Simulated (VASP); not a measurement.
# Bi2Se3: single point with PBE+D3(BJ)

The system is Bi2Se3.

```
Bi Se
1.0
     2.07150    1.19598    9.54533
    -2.07150    1.19598    9.54533
     0.00000   -2.39196    9.54533
Bi Se
2 3
Direct
  0.59920 0.59920 0.59920
  0.40080 0.40080 0.40080
  0.78830 0.78830 0.78830
  0.21170 0.21170 0.21170
  0.00000 0.00000 0.00000
```

- Program: VASP 6.6.1
- Task: single point
- Functional: PBE
- Dispersion: D3(BJ)
- Potentials or basis: VASP PAW PBE potentials, release 64 (Bi_d, Se)
- Cutoff: 520 eV
- k mesh: 8 × 8 × 8
- Occupations: fermi-dirac, width 0.05 eV
- Spin: no spin polarisation
- Dipole correction: no
- Further INCAR settings: ALGO = Normal; EDIFF = 1e-07; NBANDS = 32

```
Pressure                   : 0.2 GPa
Largest force              : 0.176 eV/Å
Band gap on the k mesh     : 0.21 eV
Dispersion energy per atom : -0.400 eV
```

Forces on the atoms (eV/Å):
```
Bi   0.000  0.000  0.176
Bi   0.000  0.000 -0.176
Se   0.000  0.000  0.175
Se   0.000  0.000 -0.175
Se   0.000  0.000  0.000
```

Levels at points of the mesh, in eV from the valence-band top:
| k point | band 22 | band 23 | band 24 | band 25 | band 26 | band 27 |
| --- | --- | --- | --- | --- | --- | --- |
| (0.00, 0.00, 0.00) | -1.22 | -1.22 | 0.00 | 0.21 | 1.39 | 1.39 |
| (0.50, 0.00, 0.00) | -2.15 | -1.24 | -0.56 | 0.84 | 1.92 | 2.96 |
| (0.50, 0.50, 0.00) | -1.89 | -1.65 | -1.01 | 1.34 | 1.95 | 2.59 |
| (0.50, 0.50, 0.50) | -1.39 | -1.39 | -0.45 | 0.62 | 1.70 | 1.70 |

Run time: 29 min on 1 thread of Intel(R) Xeon(R) Platinum 8259CL CPU @ 2.50GHz (Skylake/Cascade Lake), on a shared host, peak memory 1 GiB.

Caveat: three body term missing; spin-orbit coupling is left out, which moves the levels of the heavy elements. A k mesh can miss the band edges.
